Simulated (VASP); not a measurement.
# Zn23S24 (a cell with a defect) in VASP: single point with PBE

Aim: the single point of Zn23S24 (a cell with a defect) with PBE.

Program: VASP 6.6.1. These are calculated values, not measurements. Logs are shortened: lines on timing, memory, paths and dates and some standing lists are left out, and cuts for length are marked.

**1. The cell of the first run**

The cell holds a defect, 47 atoms: a = 7.624 Å, b = 7.624 Å, c = 18.690 Å, α = 90.00°, β = 90.00°, γ = 120.00°.

**2. Single point, PBE (atoms taken out, then relaxed in part)**

INCAR reads:

```
SYSTEM = Zn23S24
PREC     = Accurate       ! precision mode
ENCUT    = 520            ! plane-wave cutoff, eV
EDIFF    = 1E-7           ! SCF threshold, eV
ISMEAR   = -1             ! smearing method
SIGMA    = 0.01           ! smearing width, eV
LREAL    = Auto         
LASPH    = .True.         ! aspherical terms in the spheres
NELM     = 60             ! most SCF steps
ALGO     = Normal         ! electronic algorithm
ISIF     = 2              ! what is computed and relaxed
LWAVE    = .False.        ! write WAVECAR
LCHARG   = .False.        ! write CHGCAR
GGA      = PE             ! functional
NELECT   = 422.0        
NBANDS   = 239            ! bands
KPAR     = 2            
NCORE    = 2
```

KPOINTS reads:

```
Automatic mesh
0
Gamma
  3 3 1
  0 0 0
```

POSCAR reads:

```
Zn23S24
1.0
    7.6240000000      0.0000000000      0.0000000000
   -3.8120000000      6.6025776784      0.0000000000
    0.0000000000      0.0000000000     18.6899900000
Zn S
23 24
Direct
    0.0164006801      0.5082003401     -0.0071092805
    0.4917996599     -0.0164006801     -0.0071092805
    0.4917996599      0.5082003401     -0.0071092805
    0.0000000000      0.0000000000      0.5004382615
   -0.0006346615      0.4996826692      0.5008020861
    0.5003173308      0.0006346615      0.5008020861
    0.5003173308      0.4996826692      0.5008020861
    0.1622145357      0.3244290714      0.1615743741
    0.1622145357      0.8377854643      0.1615743741
    0.6666666667      0.3333333333      0.1593252926
    0.6755709286      0.8377854643      0.1615743741
    0.3332276308      0.1666138154      0.6705409031
    0.3333333333      0.6666666667      0.6700425917
    0.8333861846      0.1666138154      0.6705409031
    0.8333861846      0.6667723692      0.6705409031
    0.3332942506      0.1666471253      0.3306354378
    0.3333333333      0.6666666667      0.3321902469
    0.8333528747      0.1666471253      0.3306354378
    0.8333528747      0.6667057494      0.3306354378
    0.1678441507      0.3356883015      0.8413904909
    0.1678441507      0.8321558493      0.8413904909
    0.6666666667      0.3333333333      0.8375043718
    0.6643116985      0.8321558493      0.8413904909
    0.0000000000      0.0000000000      0.1222531141
    0.0025357219      0.5012678610      0.1237658154
    0.4987321390     -0.0025357219      0.1237658154
    0.4987321390      0.5012678610      0.1237658154
    0.0000000000      0.0000000000      0.6252427495
   -0.0004062444      0.4997968778      0.6254390350
    0.5002031222      0.0004062444      0.6254390350
    0.5002031222      0.4997968778      0.6254390350
    0.1673241693      0.3346483385      0.2914722680
    0.1673241693      0.8326758307      0.2914722680
    0.6666666667      0.3333333333      0.2896239907
    0.6653516615      0.8326758307      0.2914722680
    0.3322941614      0.1661470807      0.7929613201
    0.3333333333      0.6666666667      0.7922882016
    0.8338529193      0.1661470807      0.7929613201
    0.8338529193      0.6677058386      0.7929613201
    0.3336592546      0.1668296273      0.4576484633
    0.3333333333      0.6666666667      0.4587800842
    0.8331703727      0.1668296273      0.4576484633
    0.8331703727      0.6663407454      0.4576484633
    0.1573235525      0.3146471049      0.9615631340
    0.1573235525      0.8426764475      0.9615631340
    0.6666666667      0.3333333333      0.9602589533
    0.6853528951      0.8426764475      0.9615631340
```

Potentials or basis: VASP PAW PBE potentials, release 64 (Zn, S).

Run with:

```
cat potpaw_PBE.64/Zn/POTCAR potpaw_PBE.64/S/POTCAR > POTCAR
mpirun -np 4 vasp_std > vasp.out
```

OUTCAR:

```text
SYSTEM = Zn23S24
   PREC = Accurate
   ENCUT = 520
   EDIFF = 1E-7
   ISMEAR = -1
   LREAL = Auto
   LASPH = .True.
   NELM = 60
   ISIF = 2
   GGA = PE
   NELECT = 422.0

 ion  position               nearest neighbor table
   1  0.016  0.508  0.993-  45 2.29  44 2.29  46 2.39  25 2.45
   2  0.492  0.984  0.993-  45 2.29  47 2.29  46 2.39  26 2.45
   3  0.492  0.508  0.993-  47 2.29  44 2.29  46 2.39  27 2.45
   4  0.000  0.000  0.500-  28 2.33  43 2.34  42 2.34  40 2.34
   5  0.999  0.500  0.501-  29 2.33  41 2.34  42 2.34  43 2.34
   6  0.500  0.001  0.501-  30 2.33  41 2.34  42 2.34  40 2.34
[... 15 lines left out ...]
  22  0.667  0.333  0.838-  46 2.29  38 2.36  39 2.36  36 2.36
  23  0.664  0.832  0.841-  47 2.25  37 2.37  38 2.38  39 2.38
  24  0.000  0.000  0.122-   8 2.26  11 2.26   9 2.26
  25  0.003  0.501  0.124-  10 2.32   9 2.33   8 2.33   1 2.45
  26  0.499  0.997  0.124-  10 2.32   9 2.33  11 2.33   2 2.45
  27  0.499  0.501  0.124-  10 2.32  11 2.33   8 2.33   3 2.45
  28  0.000  0.000  0.625-   4 2.33  15 2.36  14 2.36  12 2.36
  29  1.000  0.500  0.625-   5 2.33  14 2.36  15 2.36  13 2.36
  30  0.500  0.000  0.625-   6 2.33  12 2.36  14 2.36  13 2.36
[... 11 lines left out ...]
  42  0.833  0.167  0.458-   5 2.34   6 2.34   4 2.34  18 2.37
  43  0.833  0.666  0.458-   7 2.34   5 2.34   4 2.34  19 2.37
  44  0.157  0.315  0.962-  20 2.25   3 2.29   1 2.29
  45  0.157  0.843  0.962-  21 2.25   1 2.29   2 2.29
  46  0.667  0.333  0.960-  22 2.29   2 2.39   1 2.39   3 2.39
  47  0.685  0.843  0.962-  23 2.25   3 2.29   2 2.29

  LATTYP: Found a hexagonal cell.
 ALAT       =     7.6240000000
 C/A-ratio  =     2.4514677335

  Lattice vectors:

 A1 = (   7.6240000000,   0.0000000000,   0.0000000000)
 A2 = (  -3.8120000000,   6.6025776784,   0.0000000000)
 A3 = (   0.0000000000,   0.0000000000,  18.6899900000)

Analysis of symmetry for initial positions (statically):
=====================================================================
 Subroutine PRICEL returns:
 Original cell was already a primitive cell.

 Routine SETGRP: Setting up the symmetry group for a
 hexagonal supercell.

 Subroutine GETGRP returns: Found  6 space group operations
 (whereof  6 operations were pure point group operations)
 out of a pool of 24 trial point group operations.

The static configuration has the point symmetry C_3v.

Analysis of symmetry for dynamics (positions and initial velocities):
=====================================================================
 Subroutine PRICEL returns:
 Original cell was already a primitive cell.

 Routine SETGRP: Setting up the symmetry group for a
 hexagonal supercell.

 Subroutine GETGRP returns: Found  6 space group operations
 (whereof  6 operations were pure point group operations)
 out of a pool of 24 trial point group operations.

The dynamic configuration has the point symmetry C_3v.

 Subroutine INISYM returns: Found  6 space group operations
 (whereof  6 operations are pure point group operations),
 and found     1 'primitive' translations

----------------------------------------------------------------------------------------

                                     Primitive cell

  volume of cell :     940.8177

  direct lattice vectors                    reciprocal lattice vectors
     7.624000000  0.000000000  0.000000000     0.131164743  0.075728000  0.000000000
    -3.812000000  6.602577678  0.000000000     0.000000000  0.151455999  0.000000000
     0.000000000  0.000000000 18.689990000     0.000000000  0.000000000  0.053504577

  length of vectors
     7.624000000  7.624000000 18.689990000     0.151455999  0.151455999  0.053504577

  position of ions in fractional coordinates (direct lattice)
     0.016400680  0.508200340  0.992890719
     0.491799660  0.983599320  0.992890719
     0.491799660  0.508200340  0.992890719
     0.000000000  0.000000000  0.500438262
     0.999365338  0.499682669  0.500802086
     0.500317331  0.000634662  0.500802086
[... 39 lines left out ...]
     0.666666667  0.333333333  0.960258953
     0.685352895  0.842676447  0.961563134

  ion indices of the primitive-cell ions
   primitive index   ion index
                 1           1
                 2           2
                 3           3
                 4           4
                 5           5
                 6           6
[... 39 lines left out ...]
                46          46
                47          47

----------------------------------------------------------------------------------------

 KPOINTS: Automatic mesh

Automatic generation of k-mesh.
 Grid dimensions read from file:
 generate k-points for:    3    3    1

 Generating k-lattice:

  Cartesian coordinates                     Fractional coordinates (reciprocal lattice)
     0.043721581  0.025242667  0.000000000     0.333333333  0.000000000  0.000000000
     0.000000000  0.050485333  0.000000000     0.000000000  0.333333333  0.000000000
     0.000000000  0.000000000  0.053504577     0.000000000  0.000000000  1.000000000

  Length of vectors
     0.050485333  0.050485333  0.053504577

  Shift w.r.t. Gamma in fractional coordinates (k-lattice)
     0.000000000  0.000000000  0.000000000

 Subroutine IBZKPT returns following result:
 ===========================================

 Found      3 irreducible k-points:

 Following reciprocal coordinates:
            Coordinates               Weight
  0.000000  0.000000  0.000000      1.000000
  0.333333  0.000000  0.000000      6.000000
  0.333333  0.333333  0.000000      2.000000
   k-points           NKPTS =      3   k-points in BZ     NKDIM =      3   number of bands    NBANDS=    239
   number of dos      NEDOS =    301   number of ions     NIONS =     47
   total plane-waves  NPLWV = 504000
   dimension x,y,z NGX =    60 NGY =   60 NGZ =  140
   dimension x,y,z NGXF=   120 NGYF=  120 NGZF=  280
   ions per type =              23  24
   NGX,Y,Z   is equivalent  to a cutoff of  13.08, 13.08, 12.45 a.u.
   NGXF,Y,Z  is equivalent  to a cutoff of  26.17, 26.17, 24.91 a.u.
 SYSTEM =  Zn23S24
   PREC   = accura    normal or accurate (medium, high low for compatibility)
   ISTART =      0    job   : 0-new  1-cont  2-samecut
   ICHARG =      2    charge: 1-file 2-atom 10-const
   ISPIN  =      1    spin polarized calculation?
   LNONCOLLINEAR =      F non collinear calculations
   LSORBIT =      F    spin-orbit coupling
   LASPH  =      T    aspherical Exc in radial PAW
   ENCUT  =  520.0 eV  38.22 Ry    6.18 a.u.  14.18 14.18 34.75*2*pi/ulx,y,z
   NELM   =     60;   NELMIN=  2; NELMDL= -5     # of ELM steps
   EDIFF  = 0.1E-06   stopping-criterion for ELM
   LREAL  =      T    real-space projection
   EDIFFG = 0.1E-05   stopping-criterion for IOM
   NSW    =      0    number of steps for IOM
   IBRION =     -1    ionic relax: 0-MD 1-quasi-New 2-CG
   NFREE  =      0    steps in history (QN), initial steepest desc. (CG)
   ISIF   =      2    stress and relaxation
   ISYM   =      2    0-nonsym 1-usesym 2-fastsym
   POTIM  = 0.5000    time-step for ionic-motion
   TEBEG  =    0.0;   TEEND  =   0.0 temperature during run
   PSTRESS=    0.0 pullay stress
   NELECT =     422.0000    total number of electrons
   NUPDOWN=      -1.0000    fix difference up-down
   EMIN   =  10.00;   EMAX   =-10.00  energy-range for DOS
   EFERMI =   0.00;   METHOD = LEGACY
   ISMEAR =    -1;   SIGMA  =   0.01  broadening in eV -4-tet -1-fermi 0-gaus
   EFERMI_NEDOS =   21; number of points for ismear=-14 and -15
   IALGO  =     38    algorithm
   IMIX   =      4    mixing-type and parameters
     AMIX     =   0.40;   BMIX     =  1.00
     AMIX_MAG =   1.60;   BMIX_MAG =  1.00
  volume/ion in A,a.u.               =      20.02       135.08
  Fermi-wavevector in a.u.,A,eV,Ry     =   1.253171  2.368151 21.367115  1.570439
  Thomas-Fermi vector in A             =   2.387037
   LORBIT       =      0    0 simple, 1 ext, 2 COOP (PROOUT), +10 PAW based schemes
   GGA     = PE    functional components
[... 5 lines left out ...]
 non-spin polarized calculation
  energy-cutoff  :      520.00
  volume of cell :      940.82
 maximum number of plane-waves:     25428
 NGX is ok and might be reduce to    60
   NGX = 29   NGY = 29   NGZ = 69

 number of electron     422.0000194 magnetization

 Free energy of the ion-electron system (eV)
  ---------------------------------------------------
  ext. energy  EPLUGINS =         0.00000000
  ---------------------------------------------------
  free energy    TOTEN  =      -154.61237025 eV

  energy without entropy =     -154.61237025  energy(sigma->0) =     -154.61237025

 E-fermi :   3.0817     XC(G=0):  -9.6039

 val. band max:        2.8430383882   @ k =   0.0000   0.0000   0.0000
 cond. band min:       4.1153234381   @ k =   0.0000   0.0000   0.0000
 fundamental gap:      1.2722850498
 Fermi energy:         3.0817264437

 k-point     1 :       0.0000    0.0000    0.0000
  band No.  band energies     occupation
      1     -11.4882      2.00000
      2     -11.1193      2.00000
      3     -10.8277      2.00000
      4     -10.6294      2.00000
      5     -10.6292      2.00000
      6     -10.6292      2.00000
[... 215 lines left out ...]
    222       5.6543      0.00000
    223       5.7390      0.00000

 k-point     2 :       0.3333    0.0000    0.0000
  band No.  band energies     occupation
      1     -11.3116      2.00000
      2     -10.9610      2.00000
      3     -10.8970      2.00000
      4     -10.6847      2.00000
      5     -10.6408      2.00000
      6     -10.6407      2.00000
[... 215 lines left out ...]
    222       6.1710      0.00000
    223       6.2749      0.00000

 k-point     3 :       0.3333    0.3333    0.0000
  band No.  band energies     occupation
      1     -11.0137      2.00000
      2     -11.0136      2.00000
      3     -11.0105      2.00000
      4     -10.7095      2.00000
      5     -10.7049      2.00000
      6     -10.7041      2.00000
[... 215 lines left out ...]
    222       6.5903      0.00000
    223       6.6534      0.00000
 [bands above 223 left out]

------------------------ aborting loop because EDIFF is reached ----------------------------------------

  FORCE on cell =-STRESS in cart. coord.  units (eV):
  Direction    XX          YY          ZZ          XY          YZ          ZX
  --------------------------------------------------------------------------------------
  -------------------------------------------------------------------------------------
  Total       25.8256273     25.8256273     26.3089144     -0.0000000      0.0000000      0.0000000
  in kB       43.9800771     43.9800771     44.8030968     -0.0000000      0.0000000      0.0000000
  external PRESSURE =      44.2544170 kB  Pullay stress =       0.0000000 kB

 VOLUME and BASIS-vectors are now :
 -----------------------------------------------------------------------------
  energy-cutoff  :      520.00
  volume of cell :      940.82
      direct lattice vectors                 reciprocal lattice vectors
     7.624000000  0.000000000  0.000000000     0.131164743  0.075728000  0.000000000
    -3.812000000  6.602577678  0.000000000     0.000000000  0.151455999  0.000000000
     0.000000000  0.000000000 18.689990000     0.000000000  0.000000000  0.053504577

 POSITION                                       TOTAL-FORCE (eV/Angst)
 -----------------------------------------------------------------------------------
     -1.81222      3.35543     18.55712         0.012313      0.007109      0.006020
     -0.00000      6.49429     18.55712        -0.000000     -0.014218      0.006020
      1.81222      3.35543     18.55712        -0.012313      0.007109      0.006020
      0.00000      0.00000      9.35319        -0.000000     -0.000000     -0.006834
      5.71437      3.29919      9.35999         0.003423      0.001976     -0.002947
      3.81200      0.00419      9.35999        -0.000000     -0.003952     -0.002947
[... 39 lines left out ...]
      3.81200      2.20086     17.94723        -0.000000     -0.000000     -0.010964
      2.01285      5.56384     17.97161         0.022536      0.013011      0.020118
 -----------------------------------------------------------------------------------
    total drift:                                0.000003     -0.000007      0.005709

  FREE ENERGIE OF THE ION-ELECTRON SYSTEM (eV)
  ---------------------------------------------------
  free  energy   TOTEN  =      -154.6123702469 eV

  energy  without entropy=     -154.6123702469  energy(sigma->0) =     -154.61237025
```

It took 33 min on 4 MPI ranks of AMD EPYC, shared host; peak memory 0.69 GiB.

What came out:

- Free energy: -154.6124 eV
- Largest force: 0.033 eV/Å

Forces on the atoms (eV/Å):
```
Zn   0.012  0.007  0.006
Zn   0.000 -0.014  0.006
Zn  -0.012  0.007  0.006
Zn   0.000  0.000 -0.007
Zn   0.003  0.002 -0.003
Zn   0.000 -0.004 -0.003
Zn  -0.003  0.002 -0.003
Zn   0.000 -0.005  0.013
Zn  -0.004  0.002  0.013
Zn   0.000  0.000  0.022
Zn   0.004  0.002  0.013
Zn   0.001  0.000  0.004
Zn   0.000  0.000 -0.004
Zn  -0.001  0.000  0.004
Zn   0.000 -0.001  0.004
Zn   0.000  0.000  0.001
Zn   0.000  0.000 -0.004
Zn   0.000  0.000  0.001
Zn   0.000  0.000  0.001
Zn   0.000  0.003  0.001
Zn   0.002 -0.001  0.001
Zn   0.000  0.000 -0.002
Zn  -0.002 -0.001  0.001
S    0.000  0.000 -0.027
S    0.002  0.001 -0.002
S    0.000 -0.003 -0.002
S   -0.002  0.001 -0.002
S    0.000  0.000 -0.006
S    0.001  0.001 -0.008
S    0.000 -0.002 -0.008
S   -0.001  0.001 -0.008
S    0.000 -0.004 -0.010
S   -0.003  0.002 -0.010
S    0.000  0.000 -0.009
S    0.003  0.002 -0.010
S    0.000  0.000 -0.004
S    0.000  0.000 -0.006
S    0.000  0.000 -0.004
S    0.000  0.000 -0.004
S   -0.004 -0.002  0.001
S    0.000  0.000 -0.001
S    0.004 -0.002  0.001
S    0.000  0.005  0.001
S    0.000 -0.026  0.020
S   -0.023  0.013  0.020
S    0.000  0.000 -0.011
S    0.023  0.013  0.020
```

Caveat: the cell carries a net charge on a neutralising background, which shifts energy and pressure; the cell differs from its parent crystal (atoms taken out, then relaxed in part); the cell is charged against a uniform background, so pressure and absolute levels hang on convention.
